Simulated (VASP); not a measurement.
Write the native input for VASP 6.6.1 that does the following.

```
Task                   : single point
Functional             : PBE
Potentials or basis    : VASP PAW PBE potentials, release 64 (Ca_sv, O)
Cutoff                 : 520 eV
k mesh                 : 4 × 4 × 4
Occupations            : gaussian, width 0.1 eV
Spin                   : no spin polarisation
Dipole correction      : no
Further INCAR settings : ALGO = Normal; EDIFF = 1e-06; NBANDS = 26
```

The structure of Ca3O lies in POSCAR:

```
Ca3O
1.0
    4.4655592701      0.0000000000      0.0000000000
    0.0000000000      4.4655592701      0.0000000000
    0.0000000000      0.0000000000      4.4196595535
Ca O
3 1
Direct
    0.0000000000      0.5000000000      0.5000000000
    0.5000000000      0.0000000000      0.5000000000
    0.5000000000      0.5000000000      0.0000000000
    0.0000000000      0.0000000000      0.0000000000
```

These files were run (other wordings do the same):

INCAR

```
  PREC = Accurate
  ENCUT = 520
  EDIFF = 1E-6
  ISMEAR = 0
  SIGMA = 0.1
  LREAL = False
  LASPH = True
  NELM = 60
  ALGO = Normal
  ISIF = 2
  LWAVE = False
  LCHARG = False
  GGA = PE
  NBANDS = 26
```

KPOINTS

```
Automatic mesh
0
Gamma
  4 4 4
```

Potentials or basis: VASP PAW PBE potentials, release 64 (Ca_sv, O).

Command:

```console
$ cat potpaw_PBE.64/Ca_sv/POTCAR potpaw_PBE.64/O/POTCAR > POTCAR
$ mpirun -np 1 vasp_std > vasp.out
```

It gave:

| Item | Value |
| --- | --- |
| Pressure | 8.8 GPa |
| Band gap on the k mesh | zero (bands 18 and 19 overlap by 1.32 eV) |

Caveat: the cell stands under pressure.

Wall time 22 s on 1 thread of AMD EPYC 9R45 96-Core Processor (Zen 5) (shared host), peak memory 0.18 GiB.
